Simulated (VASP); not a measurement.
Input of a VASP 6.6.1 run:

File INCAR:

```
PREC = Accurate ; ENCUT = 600
EDIFF = 1E-7 ; ISMEAR = -1
SIGMA = 0.05 ; LREAL = F
LASPH = T ; NELM = 60
ALGO = Normal ; ISIF = 3
LWAVE = F ; LCHARG = F
GGA = PE ; IBRION = 2
NSW = 80 ; EDIFFG = -0.005
```

Contents of KPOINTS:

```
regular mesh
0
Gamma
  11 11 11
```

Contents of POSCAR:

```
Sn
1.0
   -1.7265390000      1.7755470000      2.3383420000
    1.7265390000     -1.7755470000      2.3383420000
    1.7265390000      1.7755470000     -2.3383420000
Sn
1
Direct
    0.0000000000      0.0000000000      0.0000000000
```

Potentials or basis: VASP PAW PBE potentials, release 64 (Sn_d).

Command:

```console
$ cat potpaw_PBE.64/Sn_d/POTCAR > POTCAR
$ mpirun -np 1 vasp_std > vasp.out
```

**Question.** Predict the band gap on the k mesh.

**Answer.** Zero (band 7 reaches 15.18 eV, above the bottom of band 8 at 5.96 eV).

**Question.** Estimate the relaxed volume.

**Answer.** 28.05 Å³/atom.

**Question.** Predict the space group after relaxing (to 0.05 Å).

**Answer.** I4/mmm (No. 139).

**Question.** What does it give for the relaxed cell?

**Answer.** a = 3.391 Å, b = 3.391 Å, c = 3.391 Å, α = 118.81°, β = 118.79°, γ = 92.09°.

Final structure:
```
Sn
1.0
    -1.72579    1.72630    2.35342
     1.72579   -1.72630    2.35342
     1.72579    1.72630   -2.35342
Sn
1
Direct
  0.00000 0.00000 0.00000
```

Caveat: spin-orbit coupling is left out, which moves the levels of the heavy elements.
